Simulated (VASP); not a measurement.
# SrTiO3 (Pm-3m) in VASP: single point with PBEsol

Aim: the single point of SrTiO3 with PBEsol.

All numbers are computed with VASP 6.6.1; they aren't measurements. Logs are shortened: lines on timing, memory, paths and dates and some standing lists are left out, and cuts for length are marked.

### 1 The cell of the first run

It takes space group Pm-3m (No. 221, cubic). The conventional cell has a = 3.891 Å, b = 3.891 Å, c = 3.891 Å, α = 90.00°, β = 90.00°, γ = 90.00°. Within 3.6 Å of Sr (site symmetry m-3m) lie 12 O at 2.75 Å and 8 Ti at 3.37 Å. Within 2.6 Å of Ti (site symmetry m-3m) lie 6 O at 1.95 Å. O (site symmetry 4/mmm) has 2 Ti at 1.95 Å within 2.6 Å.

### 2 Single point, PBEsol

Contents of INCAR:

```
ALGO = Normal ; EDIFF = 1E-6
ENCUT = 520 ; GGA = PS
ISIF = 2 ; ISMEAR = 0
LASPH = T ; LCHARG = F
LREAL = F ; LWAVE = F
NBANDS = 28 ; NELM = 100
PREC = Accurate ; SIGMA = 0.02
```

Contents of KPOINTS:

```
k-points
0
Gamma
  8 8 8
```

Contents of POSCAR:

```
SrTiO3
1.0
    3.8911252396      0.0000000000      0.0000000000
    0.0000000000      3.8911252396      0.0000000000
    0.0000000000      0.0000000000      3.8911252396
Sr Ti O
1 1 3
Direct
    0.0000000000      0.0000000000      0.0000000000
    0.5000000000      0.5000000000      0.5000000000
    0.5000000000      0.0000000000      0.5000000000
    0.5000000000      0.5000000000      0.0000000000
    0.0000000000      0.5000000000      0.5000000000
```

Potentials or basis: VASP PAW PBE potentials, release 64 (Sr_sv, Ti_sv, O).

The run is started by

```sh
> cat potpaw_PBE.64/Sr_sv/POTCAR potpaw_PBE.64/Ti_sv/POTCAR potpaw_PBE.64/O/POTCAR > POTCAR
> mpirun -np 1 vasp_std > vasp.out
```

OUTCAR:

```text
EDIFF = 1E-6
   ENCUT = 520
   GGA = PS
   ISIF = 2
   ISMEAR = 0
   LASPH = T
   LREAL = F
   NELM = 100
   PREC = Accurate

 ion  position               nearest neighbor table
   1  0.000  0.000  0.000-   3 2.75   4 2.75   5 2.75   3 2.75   5 2.75   4 2.75   5 2.75   5 2.75
                             3 2.75   4 2.75   3 2.75   4 2.75   2 3.37   2 3.37   2 3.37   2 3.37
   2  0.500  0.500  0.500-   3 1.95   4 1.95   5 1.95   4 1.95   3 1.95   5 1.95   1 3.37   1 3.37
                             1 3.37   1 3.37   1 3.37   1 3.37   1 3.37   1 3.37
   3  0.500  0.000  0.500-   2 1.95   2 1.95   1 2.75   1 2.75   1 2.75   1 2.75
   4  0.500  0.500  0.000-   2 1.95   2 1.95   1 2.75   1 2.75   1 2.75   1 2.75
   5  0.000  0.500  0.500-   2 1.95   2 1.95   1 2.75   1 2.75   1 2.75   1 2.75

  LATTYP: Found a simple cubic cell.
 ALAT       =     3.8911252396

  Lattice vectors:

 A1 = (   3.8911252396,   0.0000000000,   0.0000000000)
 A2 = (   0.0000000000,   3.8911252396,   0.0000000000)
 A3 = (   0.0000000000,   0.0000000000,   3.8911252396)

Analysis of symmetry for initial positions (statically):
=====================================================================
 Subroutine PRICEL returns:
 Original cell was already a primitive cell.

 Routine SETGRP: Setting up the symmetry group for a
 simple cubic supercell.

 Subroutine GETGRP returns: Found 48 space group operations
 (whereof 48 operations were pure point group operations)
 out of a pool of 48 trial point group operations.

The static configuration has the point symmetry O_h .

Analysis of symmetry for dynamics (positions and initial velocities):
=====================================================================
 Subroutine PRICEL returns:
 Original cell was already a primitive cell.

 Routine SETGRP: Setting up the symmetry group for a
 simple cubic supercell.

 Subroutine GETGRP returns: Found 48 space group operations
 (whereof 48 operations were pure point group operations)
 out of a pool of 48 trial point group operations.

The dynamic configuration has the point symmetry O_h .

 Subroutine INISYM returns: Found 48 space group operations
 (whereof 48 operations are pure point group operations),
 and found     1 'primitive' translations

----------------------------------------------------------------------------------------

                                     Primitive cell

  volume of cell :      58.9150

  direct lattice vectors                    reciprocal lattice vectors
[... 91 lines left out ...]
   ENCUT  =  520.0 eV  38.22 Ry    6.18 a.u.   7.23  7.23  7.23*2*pi/ulx,y,z
   NELM   =    100;   NELMIN=  2; NELMDL= -5     # of ELM steps
   EDIFF  = 0.1E-05   stopping-criterion for ELM
   LREAL  =      F    real-space projection
   EDIFFG = 0.1E-04   stopping-criterion for IOM
   NSW    =      0    number of steps for IOM
   IBRION =     -1    ionic relax: 0-MD 1-quasi-New 2-CG
   NFREE  =      0    steps in history (QN), initial steepest desc. (CG)
   ISIF   =      2    stress and relaxation
   ISYM   =      2    0-nonsym 1-usesym 2-fastsym
   POTIM  = 0.5000    time-step for ionic-motion
   TEBEG  =    0.0;   TEEND  =   0.0 temperature during run
   PSTRESS=    0.0 pullay stress
   NELECT =      40.0000    total number of electrons
   NUPDOWN=      -1.0000    fix difference up-down
   EMIN   =  10.00;   EMAX   =-10.00  energy-range for DOS
   EFERMI =   0.00;   METHOD = LEGACY
   ISMEAR =     0;   SIGMA  =   0.02  broadening in eV -4-tet -1-fermi 0-gaus
   EFERMI_NEDOS =   21; number of points for ismear=-14 and -15
   IALGO  =     38    algorithm
   IMIX   =      4    mixing-type and parameters
     AMIX     =   0.40;   BMIX     =  1.00
     AMIX_MAG =   1.60;   BMIX_MAG =  1.00
  volume/ion in A,a.u.               =      11.78        79.52
  Fermi-wavevector in a.u.,A,eV,Ry     =   1.438864  2.719058 28.168528  2.070328
  Thomas-Fermi vector in A             =   2.557783
   LORBIT       =      0    0 simple, 1 ext, 2 COOP (PROOUT), +10 PAW based schemes
   GGA     = PS    functional components
   LHFCALC =     F    Hartree Fock is set to
   AEXX    =    0.0000 exact exchange contribution
   IVDW    =     0    specifies the selected vdW correction
   LEPSILON=     F    determine dielectric tensor
   LRPA    =     F    only Hartree local field effects (RPA)
 non-spin polarized calculation
 Gauss-broadening in eV      SIGMA  =   0.02
  energy-cutoff  :      520.00
  volume of cell :       58.91
 maximum number of plane-waves:      1622
 NGX is ok and might be reduce to    30
   NGX = 15   NGY = 15   NGZ = 15

 number of electron      40.0000013 magnetization

 Free energy of the ion-electron system (eV)
  ---------------------------------------------------
  ext. energy  EPLUGINS =         0.00000000
  ---------------------------------------------------
  free energy    TOTEN  =       -42.01576047 eV

  energy without entropy =      -42.01576047  energy(sigma->0) =      -42.01576047

 E-fermi :   4.2920     XC(G=0): -11.5968

 val. band max:        4.1136645925   @ k =   0.5000   0.5000   0.5000
 cond. band min:       5.9335687700   @ k =   0.0000   0.0000   0.0000
 fundamental gap:      1.8199041775
 Fermi energy:         4.2919850054

 k-point     1 :       0.0000    0.0000    0.0000
  band No.  band energies     occupation
      1     -52.0427      2.00000
      2     -28.4997      2.00000
      3     -28.4120      2.00000
      4     -28.4120      2.00000
      5     -28.4120      2.00000
      6     -13.2853      2.00000
[... 733 lines left out ...]
     27      12.3679      0.00000
     28      12.8759      0.00000

 [... further k-points ...]
[... 5 lines left out ...]
  --------------------------------------------------------------------------------------
  -------------------------------------------------------------------------------------
  Total        0.2450359      0.2450359      0.2450359      0.0000000     -0.0000000      0.0000000
  in kB        6.6636888      6.6636888      6.6636888      0.0000000     -0.0000000      0.0000000
  external PRESSURE =       6.6636888 kB  Pullay stress =       0.0000000 kB

 VOLUME and BASIS-vectors are now :
 -----------------------------------------------------------------------------
  energy-cutoff  :      520.00
  volume of cell :       58.91
      direct lattice vectors                 reciprocal lattice vectors
     3.891125240  0.000000000  0.000000000     0.256995069  0.000000000  0.000000000
     0.000000000  3.891125240  0.000000000     0.000000000  0.256995069  0.000000000
     0.000000000  0.000000000  3.891125240     0.000000000  0.000000000  0.256995069

 POSITION                                       TOTAL-FORCE (eV/Angst)
 -----------------------------------------------------------------------------------
      0.00000      0.00000      0.00000         0.000000      0.000000      0.000000
      1.94556      1.94556      1.94556         0.000000      0.000000      0.000000
      1.94556      0.00000      1.94556         0.000000      0.000000      0.000000
      1.94556      1.94556      0.00000         0.000000      0.000000      0.000000
      0.00000      1.94556      1.94556         0.000000      0.000000      0.000000
 -----------------------------------------------------------------------------------
    total drift:                                0.000000      0.000000     -0.000000

  FREE ENERGIE OF THE ION-ELECTRON SYSTEM (eV)
  ---------------------------------------------------
  free  energy   TOTEN  =       -42.0157604742 eV

  energy  without entropy=      -42.0157604742  energy(sigma->0) =      -42.01576047
```

It took 52 s on 1 thread of AMD EPYC 7R13 (Zen 3), shared host; peak memory 0.18 GiB.

What came out:

- Free energy: -42.0158 eV
- Pressure: 0.7 GPa
- Band gap on the k mesh: 1.82 eV, indirect (least direct gap 2.17 eV)

Caveat: the PAW data sets were made with another functional, which shifts forces and pressure a little. As with any semilocal functional, this PBEsol gap is likely too small.
